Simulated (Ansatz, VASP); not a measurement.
# Na2C3: VASP beside Ansatz

Contents of INCAR:

```
SYSTEM = Na2C3
PREC     = Accurate       ! precision mode
ENCUT    = 520            ! plane-wave cutoff, eV
EDIFF    = 1E-7           ! SCF threshold, eV
ISMEAR   = 0              ! smearing method
SIGMA    = 0.1            ! smearing width, eV
LREAL    = .FALSE.        ! projectors in reciprocal space
LASPH    = .TRUE.         ! aspherical terms in the spheres
NELM     = 150            ! most SCF steps
ALGO     = Normal         ! electronic algorithm
ISIF     = 2              ! what is computed and relaxed
LWAVE    = .FALSE.        ! write WAVECAR
LCHARG   = .FALSE.        ! write CHGCAR
ISPIN    = 2              ! spin polarisation
MAGMOM   = 0 0 1 1 1      ! initial moments
LORBIT   = 11             ! projections on sites
GGA      = PE             ! functional
NBANDS   = 25             ! bands
```

KPOINTS

```
regular mesh
0
G
  6 6 4
  0 0 0
```

Contents of POSCAR:

```
Na2C3
1.0
    2.5461939800     -2.4771499800      0.0000000000
    2.5461939800      2.4771499800      0.0000000000
   -1.2934669900      0.0000000000      5.0947875400
Na C
2 3
Direct
    0.1912999900      0.1912999900      0.7989000000
    0.8087000100      0.8087000100      0.2011000000
    0.7010999800      0.7010999800      0.7384999900
    0.2989000200      0.2989000200      0.2615000100
    0.5000000000      0.5000000000      0.5000000000
```

Input for Ansatz:

```yaml
crystal:
  lattice:
    - [2.54619398, -2.47714998, 0.0]
    - [2.54619398, 2.47714998, 0.0]
    - [-1.29346699, 0.0, 5.09478754]
  atoms:
    - { symbol: Na, position: [0.19129999, 0.19129999, 0.7989] }
    - { symbol: Na, position: [0.80870001, 0.80870001, 0.2011] }
    - { symbol: C, position: [0.70109998, 0.70109998, 0.73849999], spin: 1.0 }
    - { symbol: C, position: [0.29890002, 0.29890002, 0.26150001], spin: 1.0 }
    - { symbol: C, position: [0.5, 0.5, 0.5], spin: 1.0 }
basis:
  ecutwfc: 420
kpoints:
  mp_grid: { grid: [6, 6, 4] }
hamiltonian:
  xc: pbe
scf:
  occupations: { method: gaussian, width: 0.1 }
  lower_state_search: "off"
output:
  forces: true
  stress: true
  eigenvalues: true
  populations: true
magnetization:
  spin_polarized: true
```

Change from the starting cell: species swapped into the Mg2C3 type (C2/m, No. 12).

Alike in both runs: task single point; functional PBE; k mesh 6 × 6 × 4; occupations gaussian, width 0.1 eV; collinear spin.

|  | VASP | Ansatz |
| --- | --- | --- |
| version | VASP 6.6.1 | Ansatz 0.2.0 |
| potentials or method | VASP PAW PBE potentials, release 64 (Na_pv, C), cutoff 520 eV | scalar-relativistic, plane waves, PAW |
| valence electrons in the cell | 26 | 30 |

|  | VASP | Ansatz | Ansatz less VASP |
| --- | --- | --- | --- |
| gap on the k mesh at the Fermi level (eV) | none | none | - |
| pressure (GPa) | 0.6 | 0.4 | -0.22 |
| traceless stress, the component that is largest in VASP (GPa) | -13.65 | -13.83 | -0.186 |
| rms of the force components (eV/Å) | 1.828 | 1.843 | +0.0154 |
| net moment per atom (μB) | 0.37 | 0.37 | -0.002 |
| size of the moment on the site where the two differ most (μB) | 0.48 | 0.32 | -0.163 |

Site moments also hang on the region over which each program counts them. Atom by atom the forces differ by 0.016 eV/Å (rms over components). A gap of «none» marks a metal or a gap that the smearing closes. VASP's potentials hold 26 valence electrons a cell and Ansatz's 30, so a difference there can come from the potentials and not from the codes. Ansatz's warnings: seeded moment not kept.
